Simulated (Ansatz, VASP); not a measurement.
# NiSb in VASP and in Ansatz

INCAR

```
  PREC = Accurate
  ENCUT = 520
  EDIFF = 1E-6
  ISMEAR = -1
  SIGMA = 0.05
  LREAL = False
  LASPH = True
  NELM = 60
  ALGO = Normal
  ISIF = 2
  LWAVE = False
  LCHARG = False
  GGA = PE
  NBANDS = 23
```

Contents of KPOINTS:

```
regular mesh
0
Gamma
  10 10 7
```

Contents of POSCAR:

```
NiSb
1.0
    3.7354044302      0.0000000000      0.0000000000
   -1.8677022151      3.2349551300      0.0000000000
    0.0000000000      0.0000000000      4.8689589315
Ni Sb
2 2
Direct
    0.0000000000      0.0000000000      0.0000000000
    0.0000000000      0.0000000000      0.5000000000
    0.3333333333      0.6666666667      0.2500000000
    0.6666666667      0.3333333333      0.7500000000
```

Input for Ansatz:

```yaml
crystal:
  lattice:
    - [3.7354044302, 0.0, 0.0]
    - [-1.8677022151, 3.23495513, 0.0]
    - [0.0, 0.0, 4.8689589315]
  atoms:
    - { symbol: Ni, position: [0.0, 0.0, 0.0] }
    - { symbol: Ni, position: [0.0, 0.0, 0.5] }
    - { symbol: Sb, position: [0.3333333333, 0.6666666667, 0.25] }
    - { symbol: Sb, position: [0.6666666667, 0.3333333333, 0.75] }
kpoints:
  mp_grid: { grid: [10, 10, 7] }
scf:
  occupations: { method: fermi_dirac, width: 0.05 }
hamiltonian:
  xc: pbe
  pseudopotentials: { kind: paw }
output:
  forces: true
  stress: true
  eigenvalues: true
```

Change from the starting cell: volume scaled by 0.86, no spin polarisation, PAW files.

Alike in both runs: task single point; functional PBE; k mesh 10 × 10 × 7; occupations fermi-dirac, width 0.05 eV; no spin polarisation.

```csv
,VASP,Ansatz
version,VASP 6.6.1,Ansatz 0.2.0
potentials or method,"VASP PAW PBE potentials, release 64 (Ni, Sb)","PAW with Ansatz's default frozen-core files, scalar-relativistic"
plane-wave cutoff (eV),520,420
valence electrons in the cell,30,66
```

```tsv
	VASP	Ansatz	Ansatz less VASP
pressure (GPa)	31.6	32.0	+0.33
traceless stress, the component that is largest in VASP (GPa)	-0.81	-0.95	-0.141
```

Both programs put the cell under a high pressure, so it lies far from rest at this level. VASP's potentials hold 30 valence electrons a cell and Ansatz's 66, so a difference there can come from the potentials and not from the codes.

Neither program's run includes spin-orbit coupling.
